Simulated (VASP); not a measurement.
## La: relaxation of cell and atoms with revPBE

The system is La.

```
CELL_PARAMETERS angstrom
0.00000 3.69654 3.69654
3.69654 0.00000 3.69654
3.69654 3.69654 0.00000
ATOMIC_POSITIONS crystal
La 0.12500 0.12500 0.12500
La 0.87500 0.87500 0.87500
```

```
Program                : VASP 6.6.1
Task                   : relaxation of cell and atoms
Functional             : revPBE
Potentials or basis    : VASP PAW PBE potentials, release 64 (La)
Cutoff                 : 600 eV
k mesh                 : 8 × 8 × 8
Occupations            : fermi-dirac, width 0.1 eV
Spin                   : no spin polarisation
Dipole correction      : no
Further INCAR settings : ALGO = Normal; EDIFF = 1e-06; IBRION = 2; EDIFFG = -0.01; NSW = 80; ISIF = 3
```

```yaml
Relaxed_volume: 38.16 Å³/atom
Relaxed_cell: a = 4.761 Å, b = 4.761 Å, c = 4.761 Å, α = 60.00°, β = 60.00°, γ = 60.00°
Space_group_after_relaxing_to_0.05_Å: Fd-3m (No. 227)
Energy_gained_by_relaxing: 213.6 meV/atom
Ionic_steps: 11
Pressure_after_relaxing: 0.0 GPa
Band_gap_on_the_k_mesh: zero (band 11 reaches 7.41 eV, above the bottom of band 12 at 7.06 eV)
```

Step by step:
```
step  energy change (eV)  largest force (eV/Å)  pressure (GPa)  volume (Å³)
   1              0.0000                0.0000           -3.56       101.02
   2             -0.3322                0.0000           -2.84        85.48
   3             -0.4271                0.0000            0.11        76.35
   4             -0.4269                0.0000           -0.27        76.80
   5             -0.4269                0.0000           -0.27        76.75
   6             -0.4271                0.0000           -0.18        76.61
   7             -0.4271                0.0000           -0.19        76.61
   8             -0.4271                0.0000           -0.17        76.59
   9             -0.4272                0.0000           -0.17        76.55
  10             -0.4272                0.0000           -0.12        76.47
  11             -0.4273                0.0000           -0.03        76.31
```

Final structure:
```cif
data_structure
_symmetry_space_group_name_H-M 'P 1'
_symmetry_Int_Tables_number 1
_cell_length_a 4.7611
_cell_length_b 4.7611
_cell_length_c 4.7611
_cell_angle_alpha 60.000
_cell_angle_beta 60.000
_cell_angle_gamma 60.000
_cell_volume 76.31
loop_
_atom_site_label
_atom_site_type_symbol
_atom_site_fract_x
_atom_site_fract_y
_atom_site_fract_z
_atom_site_occupancy
La1 La 0.12500 0.12500 0.12500 1
La2 La 0.87500 0.87500 0.87500 1
```

Levels at points of the mesh, in eV from the Fermi level:
| k point | band 8 | band 9 | band 10 | band 11 | band 12 | band 13 | band 14 | band 15 |
| --- | --- | --- | --- | --- | --- | --- | --- | --- |
| (0.00, 0.00, 0.00) | -15.72 | -2.37 | -0.70 | -0.70 | 0.88 | 0.88 | 0.88 | 1.53 |
| (0.50, 0.00, 0.00) | -15.34 | -1.12 | -0.58 | -0.58 | -0.22 | 0.07 | 0.07 | 1.64 |
| (0.50, 0.50, 0.00) | -14.93 | -1.66 | -1.66 | -0.10 | -0.10 | 0.76 | 0.76 | 1.71 |

Wall time 4.6 min on 1 thread of Intel(R) Xeon(R) 6975P-C (Granite Rapids), with other jobs on the host, peak memory 0.32 GiB.

Caveat: the volume moved by over 15 % at a fixed basis, so the end points are rough; the PAW data sets were made with another functional, which shifts forces and pressure a little; spin-orbit coupling is left out, which moves the levels of the heavy elements.
